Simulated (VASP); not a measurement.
# Co (Im-3m) in VASP: a series of runs

The runs below take Co through single point, with LDA.

Everything below comes from runs of VASP 6.6.1. Logs are shortened: lines on timing, memory, paths and dates and some standing lists are left out, and cuts for length are marked.

**1. The cell of the first run**

It takes space group Im-3m (No. 229, cubic). The conventional cell has a = 2.699 Å, b = 2.699 Å, c = 2.699 Å, α = 90.00°, β = 90.00°, γ = 90.00°. Co (site symmetry m-3m) has 14 Co at 2.34 to 2.70 Å within 3.1 Å.

This isn't the form of Co at room conditions, which is hcp.

**2. Single point, LDA (9.83 Å³/atom)**

The input, INCAR:

```
SYSTEM = Co
  PREC = Accurate
  ENCUT = 520
  EDIFF = 1E-6
  ISMEAR = -1
  SIGMA = 0.1
  LREAL = .False.
  LASPH = .True.
  NELM = 80
  ALGO = Normal
  ISIF = 2
  LWAVE = .False.
  LCHARG = .False.
  GGA = CA
  NBANDS = 10
```

The input, KPOINTS:

```
regular mesh
0
Gamma
  18 18 18
  0 0 0
```

The input, POSCAR:

```
Co
1.0
   -1.3493415908      1.3493415908      1.3493415908
    1.3493415908     -1.3493415908      1.3493415908
    1.3493415908      1.3493415908     -1.3493415908
Co
1
Direct
    0.0000000000      0.0000000000      0.0000000000
```

Potentials or basis: VASP PAW LDA potentials, release 64 (Co).

Launch:

```console
> cat potpaw_LDA.64/Co/POTCAR > POTCAR
> mpirun -np 1 vasp_std > vasp.out
```

OUTCAR:

```text
SYSTEM = Co
   PREC = Accurate
   ENCUT = 520
   EDIFF = 1E-6
   ISMEAR = -1
   LREAL = .False.
   LASPH = .True.
   NELM = 80
   ISIF = 2
   GGA = CA

 ion  position               nearest neighbor table
   1  0.000  0.000  0.000-

  LATTYP: Found a body centered cubic cell.
 ALAT       =     2.6986831816

  Lattice vectors:

 A1 = (  -1.3493415908,   1.3493415908,   1.3493415908)
 A2 = (   1.3493415908,  -1.3493415908,   1.3493415908)
 A3 = (   1.3493415908,   1.3493415908,  -1.3493415908)

Analysis of symmetry for initial positions (statically):
=====================================================================
 Subroutine PRICEL returns:
 Original cell was already a primitive cell.

 Routine SETGRP: Setting up the symmetry group for a
 body centered cubic supercell.

 Subroutine GETGRP returns: Found 48 space group operations
 (whereof 48 operations were pure point group operations)
 out of a pool of 48 trial point group operations.

The static configuration has the point symmetry O_h .

Analysis of symmetry for dynamics (positions and initial velocities):
=====================================================================
 Subroutine PRICEL returns:
 Original cell was already a primitive cell.

 Routine SETGRP: Setting up the symmetry group for a
 body centered cubic supercell.

 Subroutine GETGRP returns: Found 48 space group operations
 (whereof 48 operations were pure point group operations)
 out of a pool of 48 trial point group operations.

The dynamic configuration has the point symmetry O_h .

 Subroutine INISYM returns: Found 48 space group operations
 (whereof 48 operations are pure point group operations),
 and found     1 'primitive' translations

----------------------------------------------------------------------------------------

                                     Primitive cell

  volume of cell :       9.8271

  direct lattice vectors                    reciprocal lattice vectors
    -1.349341591  1.349341591  1.349341591     0.000000000  0.370551092  0.370551092
     1.349341591 -1.349341591  1.349341591     0.370551092  0.000000000  0.370551092
     1.349341591  1.349341591 -1.349341591     0.370551092  0.370551092  0.000000000

  length of vectors
     2.337128192  2.337128192  2.337128192     0.524038380  0.524038380  0.524038380

  position of ions in fractional coordinates (direct lattice)
     0.000000000  0.000000000  0.000000000

  ion indices of the primitive-cell ions
   primitive index   ion index
                 1           1

----------------------------------------------------------------------------------------

 KPOINTS: regular mesh

Automatic generation of k-mesh.
 Grid dimensions read from file:
 generate k-points for:   18   18   18

 Generating k-lattice:

  Cartesian coordinates                     Fractional coordinates (reciprocal lattice)
     0.000000000  0.020586172  0.020586172     0.055555556  0.000000000  0.000000000
     0.020586172  0.000000000  0.020586172     0.000000000  0.055555556  0.000000000
     0.020586172  0.020586172  0.000000000     0.000000000  0.000000000  0.055555556

  Length of vectors
     0.029113243  0.029113243  0.029113243

  Shift w.r.t. Gamma in fractional coordinates (k-lattice)
     0.000000000  0.000000000  0.000000000

 Subroutine IBZKPT returns following result:
 ===========================================

 Found    195 irreducible k-points:

 Following reciprocal coordinates:
            Coordinates               Weight
  0.000000  0.000000  0.000000      1.000000
  0.055556  0.000000  0.000000     12.000000
  0.111111  0.000000  0.000000     12.000000
  0.166667  0.000000  0.000000     12.000000
  0.222222  0.000000  0.000000     12.000000
  0.277778  0.000000  0.000000     12.000000
[... 16 lines left out ...]
  0.333333  0.111111  0.000000     48.000000
  0.388889  0.111111  0.000000     48.000000
 [... further k-points ...]
   k-points           NKPTS =    195   k-points in BZ     NKDIM =    195   number of bands    NBANDS=     10
   number of dos      NEDOS =    301   number of ions     NIONS =      1
   total plane-waves  NPLWV =   5832
   dimension x,y,z NGX =    18 NGY =   18 NGZ =   18
   dimension x,y,z NGXF=    36 NGYF=   36 NGZF=   36
   ions per type =               1
   NGX,Y,Z   is equivalent  to a cutoff of  12.80, 12.80, 12.80 a.u.
   NGXF,Y,Z  is equivalent  to a cutoff of  25.61, 25.61, 25.61 a.u.
 SYSTEM =  Co
   PREC   = accura    normal or accurate (medium, high low for compatibility)
   ISTART =      0    job   : 0-new  1-cont  2-samecut
   ICHARG =      2    charge: 1-file 2-atom 10-const
   ISPIN  =      1    spin polarized calculation?
   LNONCOLLINEAR =      F non collinear calculations
   LSORBIT =      F    spin-orbit coupling
   LASPH  =      T    aspherical Exc in radial PAW
   ENCUT  =  520.0 eV  38.22 Ry    6.18 a.u.   4.35  4.35  4.35*2*pi/ulx,y,z
   NELM   =     80;   NELMIN=  2; NELMDL= -5     # of ELM steps
   EDIFF  = 0.1E-05   stopping-criterion for ELM
   LREAL  =      F    real-space projection
   EDIFFG = 0.1E-04   stopping-criterion for IOM
   NSW    =      0    number of steps for IOM
   IBRION =     -1    ionic relax: 0-MD 1-quasi-New 2-CG
   NFREE  =      0    steps in history (QN), initial steepest desc. (CG)
   ISIF   =      2    stress and relaxation
   ISYM   =      2    0-nonsym 1-usesym 2-fastsym
   POTIM  = 0.5000    time-step for ionic-motion
   TEBEG  =    0.0;   TEEND  =   0.0 temperature during run
   PSTRESS=    0.0 pullay stress
   NELECT =       9.0000    total number of electrons
   NUPDOWN=      -1.0000    fix difference up-down
   EMIN   =  10.00;   EMAX   =-10.00  energy-range for DOS
   EFERMI =   0.00;   METHOD = LEGACY
   ISMEAR =    -1;   SIGMA  =   0.10  broadening in eV -4-tet -1-fermi 0-gaus
   EFERMI_NEDOS =   21; number of points for ismear=-14 and -15
   IALGO  =     38    algorithm
   IMIX   =      4    mixing-type and parameters
     AMIX     =   0.40;   BMIX     =  1.00
     AMIX_MAG =   1.60;   BMIX_MAG =  1.00
  volume/ion in A,a.u.               =       9.83        66.32
  Fermi-wavevector in a.u.,A,eV,Ry     =   1.589817  3.004318 34.388965  2.527518
  Thomas-Fermi vector in A             =   2.688608
   LORBIT       =      0    0 simple, 1 ext, 2 COOP (PROOUT), +10 PAW based schemes
   GGA     = CA    functional components
   LHFCALC =     F    Hartree Fock is set to
   AEXX    =    0.0000 exact exchange contribution
   IVDW    =     0    specifies the selected vdW correction
   LEPSILON=     F    determine dielectric tensor
   LRPA    =     F    only Hartree local field effects (RPA)
 non-spin polarized calculation
  energy-cutoff  :      520.00
  volume of cell :        9.83
 maximum number of plane-waves:       274
 NGX is ok and might be reduce to    18
   NGX =  9   NGY =  9   NGZ =  9

 number of electron       8.9999994 magnetization

 Free energy of the ion-electron system (eV)
  ---------------------------------------------------
  ext. energy  EPLUGINS =         0.00000000
  ---------------------------------------------------
  free energy    TOTEN  =        -7.84609892 eV

  energy without entropy =       -7.74116976  energy(sigma->0) =       -7.79363434

 E-fermi :  11.3452     XC(G=0): -14.3399

 val. band max:       11.3447396372   @ k =   0.3333   0.2778   0.0000
 cond. band min:      11.3475168779   @ k =   0.3889   0.1667   0.0556
 fundamental gap:      0.0027772407
 Fermi energy:        11.3452393955

 k-point     1 :       0.0000    0.0000    0.0000
  band No.  band energies     occupation
      1       1.9913      2.00000
      2       9.2885      2.00000
      3       9.2885      2.00000
      4       9.2885      2.00000
      5      11.0362      1.91302
      6      11.0362      1.91302
      7      38.1562      0.00000
      8      38.1562      0.00000
      9      38.1562      0.00000
     10      44.3899      0.00000

 k-point     2 :       0.0556    0.0000    0.0000
  band No.  band energies     occupation
      1       2.1321      2.00000
      2       9.2476      2.00000
      3       9.2844      2.00000
      4       9.3659      2.00000
      5      10.9931      1.94259
      6      11.0393      1.91036
      7      37.3470      0.00000
      8      37.9956      0.00000
      9      38.0991      0.00000
     10      43.7047      0.00000

 k-point     3 :       0.1111    0.0000    0.0000
  band No.  band energies     occupation
      1       2.5462      2.00000
      2       9.1310      2.00000
      3       9.2619      2.00000
      4       9.5927      2.00000
      5      10.8891      1.97932
      6      11.0496      1.90109
      7      35.3785      0.00000
      8      37.3856      0.00000
      9      37.9517      0.00000
     10      42.8183      0.00000

 k-point     4 :       0.1667    0.0000    0.0000
  band No.  band energies     occupation
      1       3.2060      2.00000
      2       8.9557      2.00000
      3       9.2020      2.00000
      4       9.9519      2.00000
      5      10.7882      1.99241
      6      11.0691      1.88107
      7      32.8440      0.00000
      8      36.2880      0.00000
      9      37.7643      0.00000
     10      40.7249      0.00000

 k-point     5 :       0.2222    0.0000    0.0000
  band No.  band energies     occupation
      1       4.0517      2.00000
      2       8.7459      2.00000
      3       9.1208      2.00000
      4      10.4139      1.99982
      5      10.7510      1.99476
      6      11.0992      1.84260
      7      30.0878      0.00000
      8      34.9806      0.00000
      9      37.5792      0.00000
     10      38.7798      0.00000

 k-point     6 :       0.2778    0.0000    0.0000
  band No.  band energies     occupation
      1       4.9594      2.00000
      2       8.5286      2.00000
      3       9.1350      2.00000
      4      10.7885      1.99239
      5      10.9355      1.96731
      6      11.1390      1.77444
      7      27.3130      0.00000
      8      33.7196      0.00000
      9      37.0328      0.00000
     10      37.4193      0.00000
[... 183 lines left out ...]
 k-point    21 :       0.2222    0.1111   -0.0000
  band No.  band energies     occupation
      1       5.2998      2.00000
      2       8.5398      2.00000
      3       8.8415      2.00000
      4      10.6777      1.99748
      5      11.1881      1.65597
      6      11.3902      0.77900
      7      27.5311      0.00000
      8      31.1355      0.00000
      9      35.4458      0.00000
     10      38.8235      0.00000

 k-point    22 :       0.2778    0.1111    0.0000
  band No.  band energies     occupation
      1       6.0331      2.00000
      2       8.3467      2.00000
      3       9.0212      2.00000
      4      10.7732      1.99347
      5      11.2868      1.28398
      6      12.0230      0.00228
      7      24.8858      0.00000
      8      30.2084      0.00000
      9      34.2119      0.00000
     10      38.7451      0.00000

 k-point    23 :       0.3333    0.1111    0.0000
  band No.  band energies     occupation
      1       6.4085      2.00000
      2       8.2007      2.00000
      3       9.4995      2.00000
      4      10.8845      1.98024
      5      11.3817      0.81964
      6      12.7589      0.00000
      7      22.4790      0.00000
      8      29.5034      0.00000
      9      33.2713      0.00000
     10      38.6753      0.00000

 k-point    24 :       0.3889    0.1111    0.0000
  band No.  band energies     occupation
      1       6.5130      2.00000
      2       8.1099      2.00000
      3       9.9807      2.00000
      4      10.9475      1.96321
      5      11.5243      0.28600
      6      13.5259      0.00000
      7      20.5810      0.00000
      8      29.0565      0.00000
      9      32.6785      0.00000
     10      38.6299      0.00000

 [... further k-points ...]

------------------------ aborting loop because EDIFF is reached ----------------------------------------

  FORCE on cell =-STRESS in cart. coord.  units (eV):
  Direction    XX          YY          ZZ          XY          YZ          ZX
  --------------------------------------------------------------------------------------
  -------------------------------------------------------------------------------------
  Total       -0.0523084     -0.0523084     -0.0523084      0.0000000      0.0000000     -0.0000000
  in kB       -8.5281845     -8.5281845     -8.5281845      0.0000000      0.0000000     -0.0000000
  external PRESSURE =      -8.5281845 kB  Pullay stress =       0.0000000 kB

 VOLUME and BASIS-vectors are now :
 -----------------------------------------------------------------------------
  energy-cutoff  :      520.00
  volume of cell :        9.83
      direct lattice vectors                 reciprocal lattice vectors
    -1.349341591  1.349341591  1.349341591     0.000000000  0.370551092  0.370551092
     1.349341591 -1.349341591  1.349341591     0.370551092  0.000000000  0.370551092
     1.349341591  1.349341591 -1.349341591     0.370551092  0.370551092  0.000000000

 POSITION                                       TOTAL-FORCE (eV/Angst)
 -----------------------------------------------------------------------------------
      0.00000      0.00000      0.00000         0.000000     -0.000000     -0.000000
 -----------------------------------------------------------------------------------
    total drift:                                0.000000     -0.000000      0.000000

  FREE ENERGIE OF THE ION-ELECTRON SYSTEM (eV)
  ---------------------------------------------------
  free  energy   TOTEN  =        -7.8460989189 eV

  energy  without entropy=       -7.7411697582  energy(sigma->0) =       -7.79363434
```

Run time: 25 s. Hardware: 1 thread of AMD EPYC 7R13, shared host; peak memory 0.1 GiB.

Results:

```yaml
Free_energy: -7.8461 eV
Pressure: -0.9 GPa
Band_gap_on_the_k_mesh: zero (an odd number of electrons rules out a gap without spin polarisation)
```

Caveat: the run has no spin polarisation, though such a crystal can be magnetic.

**3. Single point, LDA (10.22 Å³/atom)**

This run uses another cell than the first one, of 10.22 Å³/atom.

The input, INCAR:

```
PREC = Accurate
ENCUT = 520
EDIFF = 1E-7
ISMEAR = -1
SIGMA = 0.1
LREAL = False
LASPH = True
NELM = 80
ALGO = Normal
ISIF = 2
LWAVE = False
LCHARG = True
LELF = True
LVHAR = True
NBANDS = 10
```

The input, KPOINTS:

```
regular mesh
0
Gamma
  18 18 18
```

The input, POSCAR:

```
Co
1.0
   -1.3670981217      1.3670981217      1.3670981217
    1.3670981217     -1.3670981217      1.3670981217
    1.3670981217      1.3670981217     -1.3670981217
Co
1
Direct
    0.0000000000      0.0000000000      0.0000000000
```

Potentials or basis: VASP PAW LDA potentials, release 64 (Co).

Launch:

```console
> cat potpaw_LDA.64/Co/POTCAR > POTCAR
> mpirun -np 1 vasp_std > vasp.out
```

Wall time 32 s (1 thread of AMD EPYC 7R13, shared host); peak memory 0.1 GiB.

It converged, with:

| Item | Value |
| --- | --- |
| Free energy | -7.8310 eV |
| Pressure | -11.1 GPa |
| Band gap on the k mesh | zero (an odd number of electrons rules out a gap without spin polarisation) |

Levels at points of the mesh, in eV from the Fermi level:
```tsv
k point	band 2	band 3	band 4	band 5	band 6	band 7	band 8	band 9
(0.00, 0.00, 0.00)	-1.94	-1.94	-1.94	-0.29	-0.29	26.44	26.44	26.44
(0.50, 0.00, 0.00)	-3.13	-0.34	-0.08	0.43	0.94	8.03	19.47	21.44
(0.50, 0.50, 0.50)	-4.51	0.65	0.65	0.65	10.48	10.48	10.48	16.93
```

Caveat: the cell stands under tension; the run has no spin polarisation, though such a crystal can be magnetic.
